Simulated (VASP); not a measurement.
# Ge (Fm-3m) in VASP: a series of runs

The runs below take Ge through single point, with PBE.

Program: VASP 6.6.1. These are calculated values, not measurements. Logs are shortened: lines on timing, memory, paths and dates and some standing lists are left out, and cuts for length are marked.

## (1) The cell of the first run

The structure is cubic, space group Fm-3m (No. 225). Conventional cell: a = 4.280 Å, b = 4.280 Å, c = 4.280 Å, α = 90.00°, β = 90.00°, γ = 90.00°. Within 4.0 Å of Ge (site symmetry m-3m) lie 12 Ge at 3.03 Å.

## (2) Single point, PBE, non-collinear spin, zero start, spin-orbit coupling

Input file INCAR:

```
SYSTEM = Ge
ALGO = Normal
EDIFF = 1E-7
ENCUT = 520
GGA = PE
GGA_COMPAT = .False.
ISIF = 2
ISMEAR = -1
LASPH = .True.
LCHARG = .False.
LNONCOLLINEAR = .True.
LORBIT = 11
LORBMOM = .True.
LREAL = .False.
LSORBIT = .True.
LWAVE = .False.
MAGMOM = 0 0 0
NBANDS = 25
NELM = 150
PREC = Accurate
SIGMA = 0.15
```

Input file KPOINTS:

```
k-points
0
Gamma
  4 4 4
  0 0 0
```

Input file POSCAR:

```
Ge
1.0
    0.0000000000      2.1400000000      2.1400000000
    2.1400000000      0.0000000000      2.1400000000
    2.1400000000      2.1400000000      0.0000000000
Ge
1
Direct
    0.0000000000      0.0000000000      0.0000000000
```

Potentials or basis: VASP PAW PBE potentials, release 64 (Ge_d).

Launch:

```bash
$ cat potpaw_PBE.64/Ge_d/POTCAR > POTCAR
$ mpirun -np 1 vasp_ncl > vasp.out
```

OUTCAR:

```text
SYSTEM = Ge
   EDIFF = 1E-7
   ENCUT = 520
   GGA = PE
   ISIF = 2
   ISMEAR = -1
   LASPH = .True.
   LNONCOLLINEAR = .True.
   LORBIT = 11
   LREAL = .False.
   LSORBIT = .True.
   NELM = 150
   PREC = Accurate

 ion  position               nearest neighbor table
   1  0.000  0.000  0.000-

  LATTYP: Found a face centered cubic cell.
 ALAT       =     4.2800000000

  Lattice vectors:

 A1 = (   0.0000000000,   2.1400000000,   2.1400000000)
 A2 = (   2.1400000000,   0.0000000000,   2.1400000000)
 A3 = (   2.1400000000,   2.1400000000,   0.0000000000)

Analysis of symmetry for initial positions (statically):
=====================================================================
 Subroutine PRICEL returns:
 Original cell was already a primitive cell.

 Routine SETGRP: Setting up the symmetry group for a
 face centered cubic supercell.

 Subroutine GETGRP returns: Found 48 space group operations
 (whereof 48 operations were pure point group operations)
 out of a pool of 48 trial point group operations.

The static configuration has the point symmetry O_h .

Analysis of symmetry for dynamics (positions and initial velocities):
=====================================================================
 Subroutine PRICEL returns:
 Original cell was already a primitive cell.

 Routine SETGRP: Setting up the symmetry group for a
 face centered cubic supercell.

 Subroutine GETGRP returns: Found 48 space group operations
 (whereof 48 operations were pure point group operations)
 out of a pool of 48 trial point group operations.

The dynamic configuration has the point symmetry O_h .

Analysis of structural, dynamic, and magnetic symmetry:
=====================================================================
 Subroutine PRICEL returns:
 Original cell was already a primitive cell.

 Routine SETGRP: Setting up the symmetry group for a
 face centered cubic supercell.

 Subroutine GETGRP returns: Found 48 space group operations
 (whereof 48 operations were pure point group operations)
 out of a pool of 48 trial point group operations.

The overall configuration has the point symmetry O_h .

 Subroutine INISYM returns: Found 48 space group operations
 (whereof 48 operations are pure point group operations),
 and found     1 'primitive' translations

----------------------------------------------------------------------------------------

[... 130 lines left out ...]

 k-point     1 :       0.0000    0.0000    0.0000
  band No.  band energies     occupation
      1     -18.6858      1.00000
      2     -18.6858      1.00000
      3     -18.6858      1.00000
      4     -18.6858      1.00000
      5     -18.1213      1.00000
      6     -18.1213      1.00000
[... 213 lines left out ...]
     24      21.4781      0.00000
     25      23.1288      0.00000

------------------------ aborting loop because EDIFF is reached ----------------------------------------

  FORCE on cell =-STRESS in cart. coord.  units (eV):
  Direction    XX          YY          ZZ          XY          YZ          ZX
  --------------------------------------------------------------------------------------
  -------------------------------------------------------------------------------------
  Total        0.0076325      0.0076325      0.0076325     -0.0000000      0.0000000     -0.0000000
  in kB        0.6238910      0.6238910      0.6238910     -0.0000000      0.0000000     -0.0000000
  external PRESSURE =       0.6238910 kB  Pullay stress =       0.0000000 kB

 VOLUME and BASIS-vectors are now :
 -----------------------------------------------------------------------------
  energy-cutoff  :      520.00
  volume of cell :       19.60
      direct lattice vectors                 reciprocal lattice vectors
     0.000000000  2.140000000  2.140000000    -0.233644860  0.233644860  0.233644860
     2.140000000  0.000000000  2.140000000     0.233644860 -0.233644860  0.233644860
     2.140000000  2.140000000  0.000000000     0.233644860  0.233644860 -0.233644860

 POSITION                                       TOTAL-FORCE (eV/Angst)
 -----------------------------------------------------------------------------------
      0.00000      0.00000      0.00000        -0.000000     -0.000000     -0.000000
 -----------------------------------------------------------------------------------
    total drift:                               -0.000000      0.000000      0.000000

  FREE ENERGIE OF THE ION-ELECTRON SYSTEM (eV)
  ---------------------------------------------------
  free  energy   TOTEN  =        -4.0800483531 eV

  energy  without entropy=       -4.0268049231  energy(sigma->0) =       -4.05342664

 orbital moment (x)

 # of ion     p       d       tot
 ----------------------------------------
  1         0.000  -0.000  -0.000
 ----------------------------------------
            0.000  -0.000  -0.000

 orbital moment (y)

 # of ion     p       d       tot
 ----------------------------------------
  1        -0.000   0.000   0.000
 ----------------------------------------
           -0.000   0.000   0.000

 orbital moment (z)

 # of ion     p       d       tot
 ----------------------------------------
  1         0.000   0.000   0.000
 ----------------------------------------
            0.000   0.000   0.000

 Spin-Orbit-Coupling matrix elements

 Ion:    1  E_soc:     -0.0174524
 l=   1
     0.0000000    -0.0019860    -0.0019860
    -0.0019860     0.0000000    -0.0019860
    -0.0019860    -0.0019860     0.0000000
 l=   2
     0.0000000    -0.0001877     0.0000000    -0.0001877    -0.0007351
    -0.0001877     0.0000000    -0.0005513    -0.0001877    -0.0001838
     0.0000000    -0.0005513     0.0000000    -0.0005513     0.0000000
    -0.0001877    -0.0001877    -0.0005513     0.0000000    -0.0001838
    -0.0007351    -0.0001838     0.0000000    -0.0001838     0.0000000
 l=   3
     0.0000000     0.0000000     0.0000000     0.0000000     0.0000000     0.0000000     0.0000000
     0.0000000     0.0000000     0.0000000     0.0000000     0.0000000     0.0000000     0.0000000
     0.0000000     0.0000000     0.0000000     0.0000000     0.0000000     0.0000000     0.0000000
     0.0000000     0.0000000     0.0000000     0.0000000     0.0000000     0.0000000     0.0000000
     0.0000000     0.0000000     0.0000000     0.0000000     0.0000000     0.0000000     0.0000000
     0.0000000     0.0000000     0.0000000     0.0000000     0.0000000     0.0000000     0.0000000
     0.0000000     0.0000000     0.0000000     0.0000000     0.0000000     0.0000000     0.0000000

 total charge

# of ion       s       p       d       tot
------------------------------------------
    1        1.279   0.857  10.018  12.153

 magnetization (x)

# of ion       s       p       d       tot
------------------------------------------
    1       -0.000   0.000   0.000   0.000

 magnetization (y)

# of ion       s       p       d       tot
------------------------------------------
    1        0.000  -0.000   0.000   0.000

 magnetization (z)

# of ion       s       p       d       tot
------------------------------------------
    1       -0.000  -0.000   0.000  -0.000
```

OSZICAR:

```text
N       E                     dE             d eps       ncg     rms          rms(c)
DAV:   1     0.818329841478E+02    0.81833E+02   -0.66229E+03   578   0.304E+03
DAV:   2     0.716041503934E+01   -0.74673E+02   -0.71489E+02   408   0.528E+02
DAV:   3    -0.382695238675E+01   -0.10987E+02   -0.10889E+02   438   0.114E+02
DAV:   4    -0.409064305515E+01   -0.26369E+00   -0.26350E+00   481   0.190E+01
DAV:   5    -0.409413643703E+01   -0.34934E-02   -0.34931E-02   506   0.237E+00    0.101E+00
DAV:   6    -0.408439087019E+01    0.97456E-02   -0.74286E-03   544   0.171E+00    0.555E-01
DAV:   7    -0.408019525099E+01    0.41956E-02   -0.49320E-03   547   0.104E+00    0.103E-01
DAV:   8    -0.408007313872E+01    0.12211E-03   -0.22799E-04   502   0.292E-01    0.433E-02
DAV:   9    -0.408004385596E+01    0.29283E-04   -0.56045E-05   523   0.182E-01    0.152E-02
DAV:  10    -0.408004838083E+01   -0.45249E-05   -0.38736E-06   464   0.234E-02    0.114E-03
DAV:  11    -0.408004835313E+01    0.27708E-07   -0.61531E-08   377   0.449E-03
   1 F= -.40800484E+01 E0= -.40534266E+01  d E =-.532434E-01  mag=     0.0000     0.0000    -0.0000
```

It took 6.7 s on 1 thread of Intel Xeon Platinum 8488C (Sapphire Rapids), shared host; peak memory 0.18 GiB.

Results:

```
Free energy                                           : -4.0800 eV
Pressure                                              : 0.1 GPa
Net moment                                            : 0.00 μB per cell
Valence electrons inside the program's atomic spheres : Ge 12.15
```

Moments on the atoms (μB; x, y, z):
```
Ge  0.00 0.00 0.00
```

Caveat: the k points lie up to 0.64 Å⁻¹ apart.

## (3) Single point, PBE

This run uses another cell than the first one, of 19.21 Å³/atom, 0.980 times its volume.

Input file INCAR:

```
PREC     = Accurate       # precision mode
ENCUT    = 500            # plane-wave cutoff, eV
EDIFF    = 1E-6           # SCF threshold, eV
ISMEAR   = -1             # smearing method
SIGMA    = 0.15           # smearing width, eV
LREAL    = F              # projectors in reciprocal space
LASPH    = T              # aspherical terms in the spheres
NELM     = 120            # most SCF steps
ALGO     = Normal         # electronic algorithm
ISIF     = 2              # what is computed and relaxed
LWAVE    = F              # write WAVECAR
LCHARG   = F              # write CHGCAR
GGA      = PE             # functional
NBANDS   = 13             # bands
GGA_COMPAT= F
```

Input file KPOINTS:

```
Automatic mesh
0
Gamma
  4 4 4
```

Input file POSCAR:

```
Ge
1.0
    0.0000000000      2.1256371500      2.1256371500
    2.1256371500      0.0000000000      2.1256371500
    2.1256371500      2.1256371500      0.0000000000
Ge
1
Direct
    0.0000000000      0.0000000000      0.0000000000
```

Potentials or basis: VASP PAW PBE potentials, release 64 (Ge_d).

Launch:

```bash
$ cat potpaw_PBE.64/Ge_d/POTCAR > POTCAR
$ mpirun -np 1 vasp_std > vasp.out
```

It took 3.3 s on 1 thread of Intel Xeon 6975P-C, shared host; peak memory 0.13 GiB.

It converged, with:

```yaml
Free_energy: -4.0690 eV
Pressure: 1.4 GPa
Band_gap_on_the_k_mesh: zero (band 7 reaches 15.42 eV, above the bottom of band 8 at 4.56 eV)
```

Levels at points of the mesh, in eV from the Fermi level:
```
           k point  band 4  band 5  band 6  band 7  band 8  band 9  band 10  band 11
(0.00, 0.00, 0.00)  -24.67  -24.67  -13.00    8.85    8.85    8.85    13.99    13.99
(0.50, 0.00, 0.00)  -24.62  -24.62   -7.83   -5.40    6.81    6.81    12.04    12.68
(0.50, 0.50, 0.00)  -24.61  -24.61   -5.56   -4.16    2.65    2.65     6.41     6.73
```

Caveat: the k points lie up to 0.64 Å⁻¹ apart.

## (4) Single point, PBE, non-collinear spin, zero start, spin-orbit coupling

This run uses another cell than the first one, of 19.21 Å³/atom, 0.980 times its volume.

Input file INCAR:

```
SYSTEM = Ge
PREC = Accurate
ENCUT = 500
EDIFF = 1E-6
ISMEAR = -1
SIGMA = 0.15
LREAL = .FALSE.
LASPH = .TRUE.
NELM = 200
ALGO = Normal
ISIF = 2
LWAVE = .FALSE.
LCHARG = .TRUE.
MAGMOM = 0 0 0
LORBIT = 11
LSORBIT = .TRUE.
GGA_COMPAT = .FALSE.
LORBMOM = .TRUE.
GGA = PE
LVHAR = .TRUE.
NBANDS = 25
```

Input file KPOINTS:

```
regular mesh
0
G
  4 4 4
  0 0 0
```

POSCAR is that of step 3.

Launch:

```bash
$ cat potpaw_PBE.64/Ge_d/POTCAR > POTCAR
$ mpirun -np 1 vasp_ncl > vasp.out
```

Run time: 13 s. Hardware: 1 thread of Intel Xeon 6975P-C, shared host; peak memory 0.19 GiB.

Results (log left out):

```
Free energy                                           : -4.0777 eV
Pressure                                              : 1.3 GPa
Net moment                                            : 0.00 μB per cell
Valence electrons inside the program's atomic spheres : Ge 12.17
```

Moments on the atoms (μB; x, y, z):
```
Ge  0.00 0.00 0.00
```

Caveat: the k points lie up to 0.64 Å⁻¹ apart.

## (5) Summary

| spin | cell | cutoff (eV) | pressure (GPa) | moment (μB) |
| --- | --- | --- | --- | --- |
| non-collinear, zero start, SOC | a = 3.026 Å, angles 60.0°, 1 atom | 520 | 0.1 | 0.00 |
| off | a = 3.006 Å, angles 60.0°, 1 atom | 500 | 1.4 | - |
| non-collinear, zero start, SOC | a = 3.006 Å, angles 60.0°, 1 atom | 500 | 1.3 | 0.00 |

Alike in all rows: task single point; level PBE; potentials or basis VASP PAW PBE potentials, release 64 (Ge_d); k mesh 4 × 4 × 4; smearing fermi-dirac 0.15 eV.

Caveats: all runs use coarse meshes.

Absolute energies hang on the potentials; compare differences alone.
